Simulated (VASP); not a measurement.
Input of a VASP 6.6.1 run:

Contents of INCAR:

```
  PREC = Accurate
  ENCUT = 520
  EDIFF = 1E-8
  ISMEAR = -1
  SIGMA = 0.02
  LREAL = False
  LASPH = True
  NELM = 200
  ALGO = Normal
  ISIF = 2
  LWAVE = False
  LCHARG = False
  GGA = PE
  IVDW = 13
  LEFG = True
  NBANDS = 96
  GGA_COMPAT = False
  LMAXMIX = 6
```

File KPOINTS:

```
Automatic mesh
0
Gamma
  4 3 4
```

File POSCAR:

```
LaScO3
1.0
    5.7907000000      0.0000000000      0.0000000000
    0.0000000000      8.0945000000      0.0000000000
    0.0000000000      0.0000000000      5.6803000000
La Sc O
4 4 12
Direct
    0.9572000000      0.2500000000      0.0100000000
    0.0428000000      0.7500000000      0.9900000000
    0.5428000000      0.7500000000      0.5100000000
    0.4572000000      0.2500000000      0.4900000000
    0.5000000000      0.0000000000      0.0000000000
    0.5000000000      0.5000000000      0.0000000000
    0.0000000000      0.0000000000      0.5000000000
    0.0000000000      0.5000000000      0.5000000000
    0.2958000000      0.9479000000      0.7073000000
    0.7042000000      0.4479000000      0.2927000000
    0.2042000000      0.0521000000      0.2073000000
    0.7958000000      0.5521000000      0.7927000000
    0.7042000000      0.0521000000      0.2927000000
    0.2958000000      0.5521000000      0.7073000000
    0.7958000000      0.9479000000      0.7927000000
    0.2042000000      0.4479000000      0.2073000000
    0.5277000000      0.2500000000      0.9032000000
    0.4723000000      0.7500000000      0.0968000000
    0.9723000000      0.7500000000      0.4032000000
    0.0277000000      0.2500000000      0.5968000000
```

Potentials or basis: VASP PAW PBE potentials, release 64 (La, Sc_sv, O).

Run with:

```bash
$ cat potpaw_PBE.64/La/POTCAR potpaw_PBE.64/Sc_sv/POTCAR potpaw_PBE.64/O/POTCAR > POTCAR
$ mpirun -np 1 vasp_std > vasp.out
```

**Question.** Predict the dispersion energy per atom.

**Answer.** -0.269 eV.

**Question.** Predict the band gap on the k mesh.

**Answer.** 3.94 eV.

Forces in eV/Å, atoms in the order of the input:
```
La  -0.002  0.000  0.057
La   0.002  0.000 -0.057
La   0.002  0.000  0.057
La  -0.002  0.000 -0.057
Sc   0.000  0.000  0.000
Sc   0.000  0.000  0.000
Sc   0.000  0.000  0.000
Sc   0.000  0.000  0.000
O   -0.027 -0.110 -0.189
O    0.027 -0.110  0.189
O    0.027  0.110 -0.189
O   -0.027  0.110  0.189
O    0.027  0.110  0.189
O   -0.027  0.110 -0.189
O   -0.027 -0.110  0.189
O    0.027 -0.110 -0.189
O    0.151  0.000 -0.205
O   -0.151  0.000  0.205
O   -0.151  0.000 -0.205
O    0.151  0.000  0.205
```

Caveat: without QUAD_EFG the Cq values of the log hold for a quadrupole moment of 1 mb, not for the nuclei; spin-orbit coupling is left out, which moves the levels of the heavy elements; an odd mesh through Γ misses points on the zone boundary, where band edges can lie. PBE gaps usually lie below the measured ones, often by a third to a half.
